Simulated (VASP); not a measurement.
**Al: single point with PBE**

Al:

```
Al
1.0
     0.00000    2.02073    2.02073
     2.02073    0.00000    2.02073
     2.02073    2.02073    0.00000
Al
1
Cartesian
  0.0000 0.0000 0.0000
```

```json
{
  "Program": "VASP 6.6.1",
  "Task": "single point",
  "Functional": "PBE",
  "Potentials or basis": "VASP PAW PBE potentials, release 64 (Al)",
  "Cutoff": "520 eV",
  "k mesh": "18 × 18 × 18",
  "Occupations": "gaussian, width 0.1 eV",
  "Spin": "no spin polarisation"
}
```

The pressure is 0.0 GPa.

Levels at points of the mesh, in eV from the Fermi level:
```
           k point  band 1  band 2  band 3  band 4  band 5
(0.00, 0.00, 0.00)  -11.12   12.63   12.63   12.63   14.12
(0.50, 0.00, 0.00)   -4.58   -4.37   11.42   11.42   11.47
(0.50, 0.50, 0.00)   -2.91   -1.59    5.27    5.60    5.60
```

Run time: 13 s on 1 thread of AMD EPYC 9R45 (Zen 5), on a shared host, peak memory 0.11 GiB.
